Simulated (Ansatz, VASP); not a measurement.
## GePt in VASP and in Ansatz

INCAR

```
SYSTEM = GePt
  ALGO = Normal
  EDIFF = 1E-7
  EDIFFG = -0.01
  ENCUT = 600
  GGA = PE
  IBRION = 2
  ISIF = 3
  ISMEAR = 0
  LASPH = .TRUE.
  LCHARG = .FALSE.
  LREAL = .FALSE.
  LWAVE = .FALSE.
  NELM = 100
  NSW = 100
  PREC = Accurate
  SIGMA = 0.1
```

KPOINTS

```
k-points
0
G
  18 18 18
  0 0 0
```

POSCAR

```
GePt
1.0
    0.0000000000      2.6268401000      2.6268401000
    2.6268401000      0.0000000000      2.6268401000
    2.6268401000      2.6268401000      0.0000000000
Ge Pt
1 1
Direct
    0.5000000000      0.5000000000      0.5000000000
    0.0000000000      0.0000000000      0.0000000000
```

Input for Ansatz:

```yaml
crystal:
  lattice:
    - [0.0, 2.6268401, 2.6268401]
    - [2.6268401, 0.0, 2.6268401]
    - [2.6268401, 2.6268401, 0.0]
  atoms:
    - { symbol: Ge, position: [0.5, 0.5, 0.5] }
    - { symbol: Pt, position: [0.0, 0.0, 0.0] }
basis:
  ecutwfc: 420
kpoints:
  mp_grid: { grid: [18, 18, 18] }
hamiltonian:
  xc: pbe
scf:
  occupations: { method: gaussian, width: 0.1 }
output:
  forces: true
  stress: true
  eigenvalues: true
  write_density: true
  write_potential: true
  elf: true
  volumetric_format: npy
relax:
  adjacent_minimum: "off"
  f_tol: 0.01
  max_steps: 80
  cell: { stress_tol: 0.05 }
```

Change from the starting cell: species swapped into the SmAs type (Fm-3m, No. 225).

Alike in both runs: task relaxation of cell and atoms; functional PBE; k mesh 18 × 18 × 18; occupations gaussian, width 0.1 eV; no spin polarisation.

|  | VASP | Ansatz |
| --- | --- | --- |
| version | VASP 6.6.1 | Ansatz 0.2.0 |
| potentials or method | VASP PAW PBE potentials, release 64 (Ge_d, Pt), cutoff 600 eV | scalar-relativistic, plane waves, PAW |
| valence electrons in the cell | 24 | 32 |

Ansatz gave:

| Item | Value |
| --- | --- |
| gap on the k mesh at the Fermi level, each at its own relaxed structure (eV) | none |
| relaxed volume (Å³/atom) | 17.70 |
| relaxed cell length with the largest relative difference (Å) | 3.686 |

**Question.** Which values does VASP return?

**Answer.** gap on the k mesh at the Fermi level, each at its own relaxed structure (eV): none; relaxed volume (Å³/atom): 17.72; relaxed cell length with the largest relative difference (Å): 3.687.

A gap of «none» marks a metal or a gap that the smearing closes. VASP's potentials hold 24 valence electrons a cell and Ansatz's 32, so a difference there can come from the potentials and not from the codes.

Neither program's run includes spin-orbit coupling.
